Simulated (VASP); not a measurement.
# CdO5 (F-43m) in VASP: notebook

The runs below take CdO5 through single point, relaxation of cell and atoms, with PBE.

All numbers are computed with VASP 6.6.1; they aren't measurements. Logs are shortened: lines on timing, memory, paths and dates and some standing lists are left out, and cuts for length are marked.

## 1. The cell of the first run

The structure is cubic, space group F-43m (No. 216). The conventional cell has a = 6.528 Å, b = 6.528 Å, c = 6.528 Å, α = 90.00°, β = 90.00°, γ = 90.00°. Cd (site symmetry -43m) has 16 O at 2.71 to 2.83 Å within 3.6 Å. O (site symmetry -43m) has 12 O at 2.71 Å and 4 Cd at 2.83 Å within 3.6 Å. Within 3.1 Å of O (site symmetry 3m) lie 9 O at 2.31 to 2.71 Å and 3 Cd at 2.71 Å.

The cell was built from a structure type or drawn by symmetry, and may not be a known phase.

## 2. Single point, PBE, collinear spin, ferromagnetic start

INCAR reads:

```
SYSTEM = CdO5
PREC = Accurate ; ENCUT = 520
EDIFF = 1E-6 ; ISMEAR = 0
SIGMA = 0.1 ; LREAL = .FALSE.
LASPH = .TRUE. ; NELM = 150
ALGO = Normal ; ISIF = 2
LWAVE = .FALSE. ; LCHARG = .TRUE.
ISPIN = 2 ; MAGMOM = 0 1 1 1 1 1
LORBIT = 11 ; GGA = PE
LELF = .TRUE. ; LVHAR = .TRUE.
NBANDS = 34
```

KPOINTS reads:

```
Automatic mesh
0
G
  4 4 4
  0 0 0
```

POSCAR reads:

```
CdO5
1.0
    0.0000000000      3.2639355000      3.2639355000
    3.2639355000      0.0000000000      3.2639355000
    3.2639355000      3.2639355000      0.0000000000
Cd O
1 5
Direct
    0.0000000000      0.0000000000      0.0000000000
    0.2500000000      0.2500000000      0.2500000000
    0.1250000000      0.6250000000      0.6250000000
    0.6250000000      0.6250000000      0.6250000000
    0.6250000000      0.1250000000      0.6250000000
    0.6250000000      0.6250000000      0.1250000000
```

Potentials or basis: VASP PAW PBE potentials, release 64 (Cd, O).

On the command line:

```console
$ cat potpaw_PBE.64/Cd/POTCAR potpaw_PBE.64/O/POTCAR > POTCAR
$ mpirun -np 1 vasp_std > vasp.out
```

OUTCAR:

```text
SYSTEM = CdO5
   PREC = Accurate
   ENCUT = 520
   EDIFF = 1E-6
   ISMEAR = 0
   LREAL = .FALSE.
   LASPH = .TRUE.
   NELM = 150
   ISIF = 2
   ISPIN = 2
   LORBIT = 11
   GGA = PE

 ion  position               nearest neighbor table
   1  0.000  0.000  0.000-   3 2.71   5 2.71   6 2.71   3 2.71   4 2.71   6 2.71   3 2.71   4 2.71
                             5 2.71   4 2.71   5 2.71   6 2.71   2 2.83   2 2.83   2 2.83   2 2.83
   2  0.250  0.250  0.250-   1 2.83   1 2.83   1 2.83   1 2.83
   3  0.125  0.625  0.625-   1 2.71   1 2.71   1 2.71
   4  0.625  0.625  0.625-   1 2.71   1 2.71   1 2.71
   5  0.625  0.125  0.625-   1 2.71   1 2.71   1 2.71
   6  0.625  0.625  0.125-   1 2.71   1 2.71   1 2.71

  LATTYP: Found a face centered cubic cell.
 ALAT       =     6.5278710000

  Lattice vectors:

 A1 = (   0.0000000000,   3.2639355000,   3.2639355000)
 A2 = (   3.2639355000,   0.0000000000,   3.2639355000)
 A3 = (   3.2639355000,   3.2639355000,   0.0000000000)

Analysis of symmetry for initial positions (statically):
=====================================================================
 Subroutine PRICEL returns:
 Original cell was already a primitive cell.

 Routine SETGRP: Setting up the symmetry group for a
 face centered cubic supercell.

 Subroutine GETGRP returns: Found 24 space group operations
 (whereof 24 operations were pure point group operations)
 out of a pool of 48 trial point group operations.

The static configuration has the point symmetry T_d .

Analysis of symmetry for dynamics (positions and initial velocities):
=====================================================================
 Subroutine PRICEL returns:
 Original cell was already a primitive cell.

 Routine SETGRP: Setting up the symmetry group for a
 face centered cubic supercell.

 Subroutine GETGRP returns: Found 24 space group operations
 (whereof 24 operations were pure point group operations)
 out of a pool of 48 trial point group operations.

The dynamic configuration has the point symmetry T_d .

Analysis of structural, dynamic, and magnetic symmetry:
=====================================================================
 Subroutine PRICEL returns:
 Original cell was already a primitive cell.

 Routine SETGRP: Setting up the symmetry group for a
 face centered cubic supercell.

 Subroutine GETGRP returns: Found 24 space group operations
 (whereof 24 operations were pure point group operations)
 out of a pool of 48 trial point group operations.

The overall configuration has the point symmetry T_d .

 Subroutine INISYM returns: Found 24 space group operations
 (whereof 24 operations are pure point group operations),
 and found     1 'primitive' translations

----------------------------------------------------------------------------------------

                                     Primitive cell

  volume of cell :      69.5432

  direct lattice vectors                    reciprocal lattice vectors
     0.000000000  3.263935500  3.263935500    -0.153189302  0.153189302  0.153189302
     3.263935500  0.000000000  3.263935500     0.153189302 -0.153189302  0.153189302
     3.263935500  3.263935500  0.000000000     0.153189302  0.153189302 -0.153189302

  length of vectors
     4.615901851  4.615901851  4.615901851     0.265331654  0.265331654  0.265331654

  position of ions in fractional coordinates (direct lattice)
     0.000000000  0.000000000  0.000000000
     0.250000000  0.250000000  0.250000000
     0.125000000  0.625000000  0.625000000
     0.625000000  0.625000000  0.625000000
     0.625000000  0.125000000  0.625000000
     0.625000000  0.625000000  0.125000000

  ion indices of the primitive-cell ions
   primitive index   ion index
                 1           1
                 2           2
                 3           3
                 4           4
                 5           5
                 6           6

----------------------------------------------------------------------------------------

 KPOINTS: Automatic mesh
[... 28 lines left out ...]
  0.250000  0.250000  0.000000      6.000000
  0.500000  0.250000  0.000000     24.000000
 -0.250000  0.250000  0.000000     12.000000
  0.500000  0.500000  0.000000      3.000000
 -0.250000  0.500000  0.250000      6.000000
   k-points           NKPTS =      8   k-points in BZ     NKDIM =      8   number of bands    NBANDS=     34
   number of dos      NEDOS =    301   number of ions     NIONS =      6
   total plane-waves  NPLWV =  46656
   dimension x,y,z NGX =    36 NGY =   36 NGZ =   36
   dimension x,y,z NGXF=    72 NGYF=   72 NGZF=   72
   ions per type =               1   5
   NGX,Y,Z   is equivalent  to a cutoff of  12.97, 12.97, 12.97 a.u.
   NGXF,Y,Z  is equivalent  to a cutoff of  25.93, 25.93, 25.93 a.u.
 SYSTEM =  CdO5
   PREC   = accura    normal or accurate (medium, high low for compatibility)
   ISTART =      0    job   : 0-new  1-cont  2-samecut
   ICHARG =      2    charge: 1-file 2-atom 10-const
   ISPIN  =      2    spin polarized calculation?
   LNONCOLLINEAR =      F non collinear calculations
   LSORBIT =      F    spin-orbit coupling
   LASPH  =      T    aspherical Exc in radial PAW
   ENCUT  =  520.0 eV  38.22 Ry    6.18 a.u.   8.58  8.58  8.58*2*pi/ulx,y,z
   NELM   =    150;   NELMIN=  2; NELMDL= -5     # of ELM steps
   EDIFF  = 0.1E-05   stopping-criterion for ELM
   LREAL  =      F    real-space projection
   EDIFFG = 0.1E-04   stopping-criterion for IOM
   NSW    =      0    number of steps for IOM
   IBRION =     -1    ionic relax: 0-MD 1-quasi-New 2-CG
   NFREE  =      0    steps in history (QN), initial steepest desc. (CG)
   ISIF   =      2    stress and relaxation
   ISYM   =      2    0-nonsym 1-usesym 2-fastsym
   POTIM  = 0.5000    time-step for ionic-motion
   TEBEG  =    0.0;   TEEND  =   0.0 temperature during run
   PSTRESS=    0.0 pullay stress
   NELECT =      42.0000    total number of electrons
   NUPDOWN=      -1.0000    fix difference up-down
   EMIN   =  10.00;   EMAX   =-10.00  energy-range for DOS
   EFERMI =   0.00;   METHOD = LEGACY
   ISMEAR =     0;   SIGMA  =   0.10  broadening in eV -4-tet -1-fermi 0-gaus
   EFERMI_NEDOS =   21; number of points for ismear=-14 and -15
   IALGO  =     38    algorithm
   IMIX   =      4    mixing-type and parameters
     AMIX     =   0.40;   BMIX     =  1.00
     AMIX_MAG =   1.60;   BMIX_MAG =  1.00
  volume/ion in A,a.u.               =      11.59        78.22
  Fermi-wavevector in a.u.,A,eV,Ry     =   1.383799  2.615001 26.053794  1.914900
  Thomas-Fermi vector in A             =   2.508363
   LORBIT       =     11    0 simple, 1 ext, 2 COOP (PROOUT), +10 PAW based schemes
   GGA     = PE    functional components
   LHFCALC =     F    Hartree Fock is set to
   AEXX    =    0.0000 exact exchange contribution
   IVDW    =     0    specifies the selected vdW correction
   LEPSILON=     F    determine dielectric tensor
   LRPA    =     F    only Hartree local field effects (RPA)
 spin polarized calculation
 Gauss-broadening in eV      SIGMA  =   0.10
  energy-cutoff  :      520.00
  volume of cell :       69.54
 maximum number of plane-waves:      1893
 NGX is ok and might be reduce to    36
   NGX = 17   NGY = 17   NGZ = 17

 number of electron      41.9999983 magnetization       5.3639537

 Free energy of the ion-electron system (eV)
  ---------------------------------------------------
  ext. energy  EPLUGINS =         0.00000000
  ---------------------------------------------------
  free energy    TOTEN  =       -17.66450922 eV

  energy without entropy =      -17.65151987  energy(sigma->0) =      -17.65801454

 E-fermi :   0.4805     XC(G=0): -10.8658

 val. band max:        0.4305429812   @ k =   0.5000   0.5000   0.0000
 cond. band min:       0.5387722593   @ k =   0.2500   0.2500   0.0000
 fundamental gap:      0.1082292782
 Fermi energy:         0.4805056390

 spin component 1

 k-point     1 :       0.0000    0.0000    0.0000
  band No.  band energies     occupation
      1     -19.0209      1.00000
      2     -17.0054      1.00000
      3     -16.1172      1.00000
      4     -16.1172      1.00000
      5     -16.1172      1.00000
      6      -6.5839      1.00000
[... 277 lines left out ...]
     32      17.9609      0.00000
     33      18.1604      0.00000
 Fermi energy:         0.4805056390

 spin component 2

 k-point     1 :       0.0000    0.0000    0.0000
  band No.  band energies     occupation
      1     -17.5043      1.00000
      2     -14.4173      1.00000
      3     -14.4173      1.00000
      4     -14.4173      1.00000
      5     -14.3767      1.00000
      6      -6.4985      1.00000
[... 277 lines left out ...]
     32      18.4900      0.00000
     33      18.6049      0.00000
 [bands above 33 left out]

------------------------ aborting loop because EDIFF is reached ----------------------------------------

  FORCE on cell =-STRESS in cart. coord.  units (eV):
  Direction    XX          YY          ZZ          XY          YZ          ZX
  --------------------------------------------------------------------------------------
  -------------------------------------------------------------------------------------
  Total       -4.0558182     -4.0558182     -4.0558182      0.0000000      0.0000000     -0.0000000
  in kB      -93.4403303    -93.4403303    -93.4403303      0.0000000      0.0000000     -0.0000000
  external PRESSURE =     -93.4403303 kB  Pullay stress =       0.0000000 kB

 VOLUME and BASIS-vectors are now :
 -----------------------------------------------------------------------------
  energy-cutoff  :      520.00
  volume of cell :       69.54
      direct lattice vectors                 reciprocal lattice vectors
     0.000000000  3.263935500  3.263935500    -0.153189302  0.153189302  0.153189302
     3.263935500  0.000000000  3.263935500     0.153189302 -0.153189302  0.153189302
     3.263935500  3.263935500  0.000000000     0.153189302  0.153189302 -0.153189302

 POSITION                                       TOTAL-FORCE (eV/Angst)
 -----------------------------------------------------------------------------------
      0.00000      0.00000      0.00000         0.000000      0.000000      0.000000
      1.63197      1.63197      1.63197         0.000000      0.000000      0.000000
      4.07992      2.44795      2.44795        -0.007735      0.007735      0.007735
      4.07992      4.07992      4.07992        -0.007735     -0.007735     -0.007735
      2.44795      4.07992      2.44795         0.007735     -0.007735      0.007735
      2.44795      2.44795      4.07992         0.007735      0.007735     -0.007735
 -----------------------------------------------------------------------------------
    total drift:                                0.000000      0.000000     -0.000000

  FREE ENERGIE OF THE ION-ELECTRON SYSTEM (eV)
  ---------------------------------------------------
  free  energy   TOTEN  =       -17.6645092229 eV

  energy  without entropy=      -17.6515198663  energy(sigma->0) =      -17.65801454

 total charge

# of ion       s       p       d       tot
------------------------------------------
    1        0.223   0.132   9.627   9.982
    2        1.625   2.998   0.000   4.623
    3        1.638   2.992   0.000   4.630
    4        1.638   2.992   0.000   4.630
    5        1.638   2.992   0.000   4.630
    6        1.638   2.992   0.000   4.630
--------------------------------------------------
tot          8.401  15.098   9.627  33.126

 magnetization (x)

# of ion       s       p       d       tot
------------------------------------------
    1       -0.045  -0.019   0.020  -0.044
    2        0.013   1.332   0.000   1.345
    3        0.009   0.830   0.000   0.839
    4        0.009   0.830   0.000   0.839
    5        0.009   0.830   0.000   0.839
    6        0.009   0.830   0.000   0.839
--------------------------------------------------
tot          0.005   4.634   0.020   4.659
```

Run time: 57 s. Hardware: 1 thread of Intel Xeon Platinum 8375C at 2.90GHz (Ice Lake), shared host; peak memory 0.24 GiB.

What came out:

| Property | Result |
| --- | --- |
| Free energy | -17.6645 eV |
| Pressure | -9.3 GPa |
| Net moment | 5.36 μB per cell |
| Site moments | Cd -0.04; O +1.34, +0.84 (each value once) μB |
| Valence electrons inside the program's atomic spheres | Cd 9.98; O 4.62, 4.63 (each value once) |

Levels at points of the mesh, in eV from the Fermi level:
Spin up:
```
           k point  band 21  band 22  band 23  band 24  band 25  band 26
(0.00, 0.00, 0.00)    -0.48    -0.48     0.40     0.40     0.40     1.91
(0.50, 0.00, 0.00)    -1.53    -1.53    -0.47     0.31     0.31     3.55
(0.50, 0.50, 0.00)    -1.71    -1.59    -1.59     0.15     0.15     4.03
```
Spin down:
```
           k point  band 16  band 17  band 18  band 19  band 20  band 21
(0.00, 0.00, 0.00)    -1.38    -0.16    -0.16    -0.16     1.40     1.40
(0.50, 0.00, 0.00)    -1.00    -0.57    -0.36    -0.36    -0.28     0.73
(0.50, 0.50, 0.00)    -1.07    -0.32    -0.32    -0.32    -0.05     0.44
```

Caveat: the k points lie up to 0.42 Å⁻¹ apart.

## 3. Single point, PBE, collinear spin, ferromagnetic start

This run uses another cell than the first one, of 10.15 Å³/atom.

INCAR reads:

```
  PREC = Accurate
  ENCUT = 520
  EDIFF = 1E-7
  ISMEAR = 0
  SIGMA = 0.1
  LREAL = False
  LASPH = True
  NELM = 150
  ALGO = Normal
  ISIF = 2
  LWAVE = False
  LCHARG = False
  ISPIN = 2
  MAGMOM = 0 1.05 1.05 1.05 1.05 1.05
  LORBIT = 11
  GGA = PE
  NBANDS = 34
```

KPOINTS reads:

```
regular mesh
0
Gamma
  6 6 6
```

POSCAR reads:

```
CdO5
1.0
    0.0000000000      3.1223755987      3.1223755987
    3.1223755987      0.0000000000      3.1223755987
    3.1223755987      3.1223755987      0.0000000000
Cd O
1 5
Direct
    0.0000000000      0.0000000000      0.0000000000
    0.7500000000      0.7500000000      0.7500000000
    0.3766531768      0.3766531768      0.8700404697
    0.3766531768      0.8700404697      0.3766531768
    0.8700404697      0.3766531768      0.3766531768
    0.3766531768      0.3766531768      0.3766531768
```

Potentials or basis: VASP PAW PBE potentials, release 64 (Cd, O).

On the command line:

```console
$ cat potpaw_PBE.64/Cd/POTCAR potpaw_PBE.64/O/POTCAR > POTCAR
$ mpirun -np 1 vasp_std > vasp.out
```

It took 1.9 min on 1 thread of Intel Xeon Platinum 8375C at 2.90GHz (Ice Lake), shared host; peak memory 0.25 GiB.

It converged, with:

* Free energy: -17.8652 eV
* Pressure: 0.1 GPa
* Net moment: 3.82 μB per cell
* Site moments: Cd -0.03; O +1.28, +0.52 (each value once) μB
* Valence electrons inside the program's atomic spheres: Cd 10.04; O 4.66

Levels at points of the mesh, in eV from the Fermi level:
Spin up:
| k point | band 19 | band 20 | band 21 | band 22 | band 23 | band 24 | band 25 | band 26 | band 27 | band 28 |
| --- | --- | --- | --- | --- | --- | --- | --- | --- | --- | --- |
| (0.00, 0.00, 0.00) | -2.45 | -0.24 | -0.24 | -0.24 | 1.03 | 1.03 | 1.03 | 2.61 | 10.26 | 10.26 |
| (0.50, 0.00, 0.00) | -2.05 | -1.84 | -1.33 | -1.33 | -0.22 | 0.91 | 0.91 | 4.35 | 9.71 | 11.23 |
| (0.50, 0.50, 0.00) | -1.91 | -1.74 | -1.73 | -1.37 | -1.37 | 0.68 | 0.68 | 4.93 | 10.15 | 11.14 |
Spin down:
```
           k point  band 16  band 17  band 18  band 19  band 20  band 21  band 22  band 23
(0.00, 0.00, 0.00)    -1.88    -0.29    -0.29    -0.29     1.21     1.21     1.21     1.61
(0.50, 0.00, 0.00)    -1.48    -1.48    -0.93    -0.93    -0.41     0.68     0.68     1.23
(0.50, 0.50, 0.00)    -1.60    -1.02    -1.02    -0.75    -0.51     0.31     0.75     0.75
```

## 4. Relaxation of cell and atoms, PBE, collinear spin, ferromagnetic start

INCAR reads:

```
SYSTEM = CdO5
ALGO = Normal ; EDIFF = 1E-6
EDIFFG = -0.04 ; ENCUT = 600
GGA = PE ; IBRION = 2
ISIF = 3 ; ISMEAR = 0
ISPIN = 2 ; LASPH = .True.
LCHARG = .False. ; LORBIT = 11
LREAL = .False. ; LWAVE = .False.
MAGMOM = 0 1 1 1 1 1 ; NELM = 150
NSW = 90 ; PREC = Accurate
SIGMA = 0.1
```

KPOINTS reads:

```
k-points
0
Gamma
  4 4 4
  0 0 0
```

POSCAR reads:

```
CdO5
1.0
    0.0000000000      3.2639355000      3.2639355000
    3.2639355000      0.0000000000      3.2639355000
    3.2639355000      3.2639355000      0.0000000000
Cd O
1 5
Direct
    0.0000000000      0.0000000000      0.0000000000
    0.2500000000      0.2500000000      0.2500000000
    0.1250000000      0.6250000000      0.6250000000
    0.6250000000      0.6250000000      0.6250000000
    0.6250000000      0.1250000000      0.6250000000
    0.6250000000      0.6250000000      0.1250000000
```

On the command line:

```console
$ cat potpaw_PBE.64/Cd/POTCAR potpaw_PBE.64/O/POTCAR > POTCAR
$ mpirun -np 1 vasp_std > vasp.out
```

It took 3.9 min on 1 thread of Intel Xeon Platinum 8375C at 2.90GHz (Ice Lake), shared host; peak memory 0.29 GiB.

It converged, with:

```
Free energy                                           : -17.9333 eV
Relaxed volume                                        : 10.22 Å³/atom
Relaxed cell                                          : a = 4.426 Å, b = 4.426 Å, c = 4.426 Å, α = 60.00°, β = 60.00°, γ = 60.00°
Space group after relaxing (to 0.1 Å)                 : F-43m (No. 216)
Energy gained by relaxing                             : 44.8 meV/atom
Ionic steps                                           : 6
Pressure after relaxing                               : 0.2 GPa
Net moment                                            : 4.82 μB per cell
Site moments                                          : Cd -0.03; O +1.27, +0.74 (each value once) μB
Valence electrons inside the program's atomic spheres : Cd 10.04; O 4.66, 4.65 (each value once)
```

Step by step:
```
step  energy change (eV)  largest force (eV/Å)  pressure (GPa)  volume (Å³)
   1              0.0000                0.0132           -9.43        69.54
   2             -0.2538                0.0892           -2.10        62.90
   3             -0.2630                0.1135           -0.13        61.61
   4             -0.2630                0.1165            0.11        61.46
   5             -0.2654                0.0897            0.11        61.42
   6             -0.2686                0.0055            0.19        61.32
```

Final structure:
```cif
data_structure
_symmetry_space_group_name_H-M 'P 1'
_symmetry_Int_Tables_number 1
_cell_length_a 4.4262
_cell_length_b 4.4262
_cell_length_c 4.4262
_cell_angle_alpha 60.000
_cell_angle_beta 60.000
_cell_angle_gamma 60.000
_cell_volume 61.32
loop_
_atom_site_label
_atom_site_type_symbol
_atom_site_fract_x
_atom_site_fract_y
_atom_site_fract_z
_atom_site_occupancy
Cd1 Cd 0.00000 0.00000 0.00000 1
O1 O 0.25000 0.25000 0.25000 1
O2 O 0.13139 0.62287 0.62287 1
O3 O 0.62287 0.62287 0.62287 1
O4 O 0.62287 0.13139 0.62287 1
O5 O 0.62287 0.62287 0.13139 1
```

Levels at points of the mesh, in eV from the Fermi level:
Spin up:
```tsv
k point	band 19	band 20	band 21	band 22	band 23	band 24	band 25	band 26	band 27	band 28
(0.00, 0.00, 0.00)	-2.50	-0.46	-0.46	-0.46	0.60	0.60	0.60	2.46	10.11	10.11
(0.50, 0.00, 0.00)	-2.26	-2.22	-1.46	-1.46	-0.44	0.50	0.50	4.18	9.54	11.06
(0.50, 0.50, 0.00)	-2.16	-1.95	-1.89	-1.47	-1.47	0.29	0.29	4.75	9.97	10.96
```
Spin down:
| k point | band 17 | band 18 | band 19 | band 20 | band 21 | band 22 |
| --- | --- | --- | --- | --- | --- | --- |
| (0.00, 0.00, 0.00) | -0.31 | -0.31 | -0.31 | 1.29 | 1.29 | 1.29 |
| (0.50, 0.00, 0.00) | -1.12 | -0.79 | -0.79 | -0.43 | 0.70 | 0.70 |
| (0.50, 0.50, 0.00) | -0.79 | -0.79 | -0.64 | -0.46 | 0.30 | 0.74 |

Caveat: the k points lie up to 0.43 Å⁻¹ apart in the final cell.

(Continued in part 2 of 2.)
